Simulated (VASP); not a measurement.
# SiC (P6_3mc) in VASP: a series of runs

Runs on SiC. Level: LDA. Tasks: single point, relaxation of cell and atoms.

Program: VASP 6.6.1. These are calculated values, not measurements. Logs are shortened: lines on timing, memory, paths and dates and some standing lists are left out, and cuts for length are marked.

### Step 1. The cell of the first run

Symmetry: P6_3mc, No. 186, hexagonal system. The conventional cell has a = 3.056 Å, b = 3.056 Å, c = 5.016 Å, α = 90.00°, β = 90.00°, γ = 120.00°. Si (site symmetry 3m) has 4 C at 1.87 to 1.89 Å within 2.5 Å. C (site symmetry 3m) has 4 Si at 1.87 to 1.89 Å within 2.5 Å.

### Step 2. Single point, LDA

INCAR reads:

```
SYSTEM = SiC
PREC = Accurate
ENCUT = 520
EDIFF = 1E-6
ISMEAR = 0
SIGMA = 0.02
LREAL = .False.
LASPH = .True.
NELM = 80
ALGO = Normal
ISIF = 2
LWAVE = .False.
LCHARG = .False.
GGA = CA
NBANDS = 16
```

KPOINTS reads:

```
regular mesh
0
Gamma
  12 12 6
  0 0 0
```

POSCAR reads:

```
SiC
1.0
    3.0563072983      0.0000000000      0.0000000000
   -1.5281536492      2.6468397621      0.0000000000
    0.0000000000      0.0000000000      5.0163291795
Si C
2 2
Direct
    0.3333333333      0.6666666667      0.0046029063
    0.6666666667      0.3333333333      0.5046029063
    0.3333333333      0.6666666667      0.3803970937
    0.6666666667      0.3333333333      0.8803970937
```

Potentials or basis: VASP PAW LDA potentials, release 64 (Si, C).

Run with:

```sh
$ cat potpaw_LDA.64/Si/POTCAR potpaw_LDA.64/C/POTCAR > POTCAR
$ mpirun -np 1 vasp_std > vasp.out
```

OUTCAR:

```text
SYSTEM = SiC
   PREC = Accurate
   ENCUT = 520
   EDIFF = 1E-6
   ISMEAR = 0
   LREAL = .False.
   LASPH = .True.
   NELM = 80
   ISIF = 2
   GGA = CA

 ion  position               nearest neighbor table
   1  0.333  0.667  0.005-   4 1.87   4 1.87   4 1.87   3 1.89   2 3.07   2 3.07   2 3.07   2 3.07
                             2 3.07   2 3.07
   2  0.667  0.333  0.505-   3 1.87   3 1.87   3 1.87   4 1.89   1 3.07   1 3.07   1 3.07   1 3.07
                             1 3.07   1 3.07
   3  0.333  0.667  0.380-   2 1.87   2 1.87   2 1.87   1 1.89
   4  0.667  0.333  0.880-   1 1.87   1 1.87   1 1.87   2 1.89

  LATTYP: Found a hexagonal cell.
 ALAT       =     3.0563072983
 C/A-ratio  =     1.6413039298

  Lattice vectors:

 A1 = (   3.0563072983,   0.0000000000,   0.0000000000)
 A2 = (  -1.5281536492,   2.6468397621,   0.0000000000)
 A3 = (   0.0000000000,   0.0000000000,   5.0163291795)

Analysis of symmetry for initial positions (statically):
=====================================================================
 Subroutine PRICEL returns:
 Original cell was already a primitive cell.

 Routine SETGRP: Setting up the symmetry group for a
 hexagonal supercell.

 Subroutine GETGRP returns: Found 12 space group operations
 (whereof  6 operations were pure point group operations)
 out of a pool of 24 trial point group operations.

The static configuration has the point symmetry C_3v.
 The point group associated with its full space group is C_6v.

Analysis of symmetry for dynamics (positions and initial velocities):
=====================================================================
 Subroutine PRICEL returns:
 Original cell was already a primitive cell.

 Routine SETGRP: Setting up the symmetry group for a
 hexagonal supercell.

 Subroutine GETGRP returns: Found 12 space group operations
 (whereof  6 operations were pure point group operations)
 out of a pool of 24 trial point group operations.

The dynamic configuration has the point symmetry C_3v.
 The point group associated with its full space group is C_6v.

 Subroutine INISYM returns: Found 12 space group operations
 (whereof  6 operations are pure point group operations),
 and found     1 'primitive' translations

----------------------------------------------------------------------------------------

                                     Primitive cell

  volume of cell :      40.5799

  direct lattice vectors                    reciprocal lattice vectors
     3.056307298  0.000000000  0.000000000     0.327192230  0.188904522  0.000000000
    -1.528153649  2.646839762  0.000000000     0.000000000  0.377809044  0.000000000
     0.000000000  0.000000000  5.016329179     0.000000000  0.000000000  0.199348959

  length of vectors
     3.056307298  3.056307298  5.016329179     0.377809044  0.377809044  0.199348959

  position of ions in fractional coordinates (direct lattice)
     0.333333333  0.666666667  0.004602906
     0.666666667  0.333333333  0.504602906
     0.333333333  0.666666667  0.380397094
     0.666666667  0.333333333  0.880397094

  ion indices of the primitive-cell ions
   primitive index   ion index
                 1           1
                 2           2
                 3           3
                 4           4

----------------------------------------------------------------------------------------

 KPOINTS: regular mesh

Automatic generation of k-mesh.
 Grid dimensions read from file:
 generate k-points for:   12   12    6

 Generating k-lattice:

  Cartesian coordinates                     Fractional coordinates (reciprocal lattice)
     0.027266019  0.015742043  0.000000000     0.083333333 -0.000000000  0.000000000
     0.000000000  0.031484087  0.000000000     0.000000000  0.083333333  0.000000000
     0.000000000  0.000000000  0.033224827     0.000000000  0.000000000  0.166666667

  Length of vectors
     0.031484087  0.031484087  0.033224827

  Shift w.r.t. Gamma in fractional coordinates (k-lattice)
     0.000000000  0.000000000  0.000000000

 Subroutine IBZKPT returns following result:
 ===========================================

 Found     76 irreducible k-points:

 Following reciprocal coordinates:
            Coordinates               Weight
  0.000000  0.000000  0.000000      1.000000
  0.083333  0.000000  0.000000      6.000000
  0.166667  0.000000  0.000000      6.000000
  0.250000  0.000000  0.000000      6.000000
  0.333333  0.000000  0.000000      6.000000
  0.416667  0.000000  0.000000      6.000000
[... 16 lines left out ...]
  0.250000  0.000000  0.166667     12.000000
  0.333333  0.000000  0.166667     12.000000
 [... further k-points ...]
   k-points           NKPTS =     76   k-points in BZ     NKDIM =     76   number of bands    NBANDS=     16
   number of dos      NEDOS =    301   number of ions     NIONS =      4
   total plane-waves  NPLWV =  23040
   dimension x,y,z NGX =    24 NGY =   24 NGZ =   40
   dimension x,y,z NGXF=    48 NGYF=   48 NGZF=   80
   ions per type =               2   2
   NGX,Y,Z   is equivalent  to a cutoff of  13.05, 13.05, 13.26 a.u.
   NGXF,Y,Z  is equivalent  to a cutoff of  26.11, 26.11, 26.51 a.u.
 SYSTEM =  SiC
   PREC   = accura    normal or accurate (medium, high low for compatibility)
   ISTART =      0    job   : 0-new  1-cont  2-samecut
   ICHARG =      2    charge: 1-file 2-atom 10-const
   ISPIN  =      1    spin polarized calculation?
   LNONCOLLINEAR =      F non collinear calculations
   LSORBIT =      F    spin-orbit coupling
   LASPH  =      T    aspherical Exc in radial PAW
   ENCUT  =  520.0 eV  38.22 Ry    6.18 a.u.   5.68  5.68  9.33*2*pi/ulx,y,z
   NELM   =     80;   NELMIN=  2; NELMDL= -5     # of ELM steps
   EDIFF  = 0.1E-05   stopping-criterion for ELM
   LREAL  =      F    real-space projection
   EDIFFG = 0.1E-04   stopping-criterion for IOM
   NSW    =      0    number of steps for IOM
   IBRION =     -1    ionic relax: 0-MD 1-quasi-New 2-CG
   NFREE  =      0    steps in history (QN), initial steepest desc. (CG)
   ISIF   =      2    stress and relaxation
   ISYM   =      2    0-nonsym 1-usesym 2-fastsym
   POTIM  = 0.5000    time-step for ionic-motion
   TEBEG  =    0.0;   TEEND  =   0.0 temperature during run
   PSTRESS=    0.0 pullay stress
   NELECT =      16.0000    total number of electrons
   NUPDOWN=      -1.0000    fix difference up-down
   EMIN   =  10.00;   EMAX   =-10.00  energy-range for DOS
   EFERMI =   0.00;   METHOD = LEGACY
   ISMEAR =     0;   SIGMA  =   0.02  broadening in eV -4-tet -1-fermi 0-gaus
   EFERMI_NEDOS =   21; number of points for ismear=-14 and -15
   IALGO  =     38    algorithm
   IMIX   =      4    mixing-type and parameters
     AMIX     =   0.40;   BMIX     =  1.00
     AMIX_MAG =   1.60;   BMIX_MAG =  1.00
  volume/ion in A,a.u.               =      10.14        68.46
  Fermi-wavevector in a.u.,A,eV,Ry     =   1.200451  2.268524 19.607133  1.441084
  Thomas-Fermi vector in A             =   2.336287
   LORBIT       =      0    0 simple, 1 ext, 2 COOP (PROOUT), +10 PAW based schemes
   GGA     = CA    functional components
   LHFCALC =     F    Hartree Fock is set to
   AEXX    =    0.0000 exact exchange contribution
   IVDW    =     0    specifies the selected vdW correction
   LEPSILON=     F    determine dielectric tensor
   LRPA    =     F    only Hartree local field effects (RPA)
 non-spin polarized calculation
 Gauss-broadening in eV      SIGMA  =   0.02
  energy-cutoff  :      520.00
  volume of cell :       40.58
 maximum number of plane-waves:      1108
 NGX is ok and might be reduce to    24
   NGX = 11   NGY = 11   NGZ = 19

 number of electron      15.9999998 magnetization

 Free energy of the ion-electron system (eV)
  ---------------------------------------------------
  ext. energy  EPLUGINS =         0.00000000
  ---------------------------------------------------
  free energy    TOTEN  =       -33.27592876 eV

  energy without entropy =      -33.27592876  energy(sigma->0) =      -33.27592876

 E-fermi :   8.5143     XC(G=0): -11.6326

 val. band max:        8.4348615007   @ k =   0.0000   0.0000   0.0000
 cond. band min:      10.5491014984   @ k =   0.3333   0.3333   0.0000
 fundamental gap:      2.1142399977
 Fermi energy:         8.5142801467

 k-point     1 :       0.0000    0.0000    0.0000
  band No.  band energies     occupation
      1      -7.1985      2.00000
      2      -3.5095      2.00000
      3      -0.3940      2.00000
      4       7.1100      2.00000
      5       7.1100      2.00000
      6       8.3190      2.00000
[... 8 lines left out ...]
     15      17.4147      0.00000
     16      19.7514      0.00000

 k-point     2 :       0.0833    0.0000    0.0000
  band No.  band energies     occupation
      1      -7.0757      2.00000
      2      -3.4040      2.00000
      3      -0.2800      2.00000
      4       6.4226      2.00000
      5       6.8937      2.00000
      6       7.9835      2.00000
[... 8 lines left out ...]
     15      17.7160      0.00000
     16      18.8316      0.00000

 k-point     3 :       0.1667    0.0000    0.0000
  band No.  band energies     occupation
      1      -6.7103      2.00000
      2      -3.0961      2.00000
      3       0.0536      2.00000
      4       4.9173      2.00000
      5       6.4068      2.00000
      6       6.8832      2.00000
[... 8 lines left out ...]
     15      18.0178      0.00000
     16      18.3536      0.00000

 k-point     4 :       0.2500    0.0000    0.0000
  band No.  band energies     occupation
      1      -6.1129      2.00000
      2      -2.6212      2.00000
      3       0.5643      2.00000
      4       3.2591      2.00000
      5       5.5009      2.00000
      6       5.8802      2.00000
[... 8 lines left out ...]
     15      18.5307      0.00000
     16      19.2451      0.00000
[... 324 lines left out ...]
 k-point    22 :       0.1667    0.0000    0.1667
  band No.  band energies     occupation
      1      -6.5736      2.00000
      2      -3.6547      2.00000
      3       0.8114      2.00000
      4       5.0391      2.00000
      5       6.4985      2.00000
      6       6.4996      2.00000
[... 8 lines left out ...]
     15      18.2036      0.00000
     16      18.7253      0.00000

 k-point    23 :       0.2500    0.0000    0.1667
  band No.  band energies     occupation
      1      -5.9781      2.00000
      2      -3.1411      2.00000
      3       1.2059      2.00000
      4       3.4601      2.00000
      5       5.1060      2.00000
      6       5.9791      2.00000
[... 8 lines left out ...]
     15      19.2124      0.00000
     16      19.2841      0.00000

 k-point    24 :       0.3333    0.0000    0.1667
  band No.  band energies     occupation
      1      -5.1787      2.00000
      2      -2.5261      2.00000
      3       1.0623      2.00000
      4       2.6972      2.00000
      5       3.6567      2.00000
      6       5.5487      2.00000
[... 8 lines left out ...]
     15      19.8018      0.00000
     16      20.5078      0.00000

 [... further k-points ...]

------------------------ aborting loop because EDIFF is reached ----------------------------------------

  FORCE on cell =-STRESS in cart. coord.  units (eV):
  Direction    XX          YY          ZZ          XY          YZ          ZX
  --------------------------------------------------------------------------------------
  -------------------------------------------------------------------------------------
  Total        0.1000094      0.1000094      0.0940308     -0.0000000      0.0000000      0.0000000
  in kB        3.9485765      3.9485765      3.7125315     -0.0000000      0.0000000      0.0000000
  external PRESSURE =       3.8698948 kB  Pullay stress =       0.0000000 kB

 VOLUME and BASIS-vectors are now :
 -----------------------------------------------------------------------------
  energy-cutoff  :      520.00
  volume of cell :       40.58
      direct lattice vectors                 reciprocal lattice vectors
     3.056307298  0.000000000  0.000000000     0.327192230  0.188904522  0.000000000
    -1.528153649  2.646839762  0.000000000     0.000000000  0.377809044  0.000000000
     0.000000000  0.000000000  5.016329179     0.000000000  0.000000000  0.199348959

 POSITION                                       TOTAL-FORCE (eV/Angst)
 -----------------------------------------------------------------------------------
     -0.00000      1.76456      0.02309         0.000000     -0.000000      0.000174
      1.52815      0.88228      2.53125        -0.000000      0.000000      0.000174
     -0.00000      1.76456      1.90820        -0.000000      0.000000     -0.000174
      1.52815      0.88228      4.41636         0.000000     -0.000000     -0.000174
 -----------------------------------------------------------------------------------
    total drift:                               -0.000000      0.000000     -0.000114

  FREE ENERGIE OF THE ION-ELECTRON SYSTEM (eV)
  ---------------------------------------------------
  free  energy   TOTEN  =       -33.2759287555 eV

  energy  without entropy=      -33.2759287555  energy(sigma->0) =      -33.27592876
```

It took 20 s on 1 thread of AMD EPYC 9R45 (Zen 5), shared host; peak memory 0.13 GiB.

Results:

```
Free energy            : -33.2759 eV
Pressure               : 0.4 GPa
Band gap on the k mesh : 2.11 eV (least direct gap 3.91 eV)
```

A k mesh can miss the band edges.

### Step 3. Relaxation of cell and atoms, LDA

INCAR reads:

```
SYSTEM = SiC
ALGO = Normal
EDIFF = 1E-7
EDIFFG = -0.005
ENCUT = 600
IBRION = 2
ISIF = 3
ISMEAR = 0
LASPH = .TRUE.
LCHARG = .FALSE.
LREAL = .FALSE.
LWAVE = .FALSE.
NELM = 100
NSW = 100
PREC = Accurate
SIGMA = 0.02
```

KPOINTS reads:

```
k-points
0
G
  12 12 6
  0 0 0
```

POSCAR reads:

```
SiC
1.0
    3.0566837984      0.0000000000      0.0000000000
   -1.5283418992      2.6471658207      0.0000000000
    0.0000000000      0.0000000000      5.0150586326
Si C
2 2
Direct
    0.3333333333      0.6666666667      0.0045630087
    0.6666666667      0.3333333333      0.5045630087
    0.3333333333      0.6666666667      0.3804369913
    0.6666666667      0.3333333333      0.8804369913
```

Potentials or basis: VASP PAW LDA potentials, release 64 (Si, C).

Run with:

```sh
$ cat potpaw_LDA.64/Si/POTCAR potpaw_LDA.64/C/POTCAR > POTCAR
$ mpirun -np 1 vasp_std > vasp.out
```

It took 30 s on 1 thread of AMD EPYC 9R45 (Zen 5), shared host; peak memory 0.13 GiB.

It converged, with:

* Free energy: -33.2802 eV
* Relaxed volume: 10.16 Å³/atom
* Relaxed cell: a = 3.058 Å, b = 3.058 Å, c = 5.018 Å, α = 90.00°, β = 90.00°, γ = 120.00°
* Space group after relaxing (to 0.1 Å): P6_3mc (No. 186)
* Energy gained by relaxing: 0.0 meV/atom
* Ionic steps: 3
* Pressure after relaxing: 0.0 GPa
* Band gap on the k mesh: 2.12 eV (least direct gap 3.91 eV)

Forces on the atoms (eV/Å):
```
Si   0.000  0.000  0.002
Si   0.000  0.000  0.002
C    0.000  0.000 -0.002
C    0.000  0.000 -0.002
```

Final structure:
```xyz
4
Lattice="3.0576 0.0000 0.0000 -1.5288 2.6480 0.0000 0.0000 0.0000 5.0176" Properties=species:S:1:pos:R:3 pbc="T T T"
Si    0.0000    1.7653    0.0230
Si    1.5288    0.8827    2.5318
C     0.0000    1.7653    1.9088
C     1.5288    0.8827    4.4176
```

Levels at points of the mesh, in eV from the valence-band top:
```tsv
k point	band 6	band 7	band 8	band 9	band 10	band 11
(0.00, 0.00, 0.00)	-0.11	0.00	0.00	4.91	6.41	6.66
(0.50, 0.00, 0.00)	-3.37	-3.36	-1.20	2.71	4.16	6.95
(0.00, 0.00, 0.50)	-0.72	-0.72	-0.72	5.99	5.99	7.34
(0.50, 0.00, 0.50)	-2.47	-2.35	-2.35	3.25	3.25	5.23
```
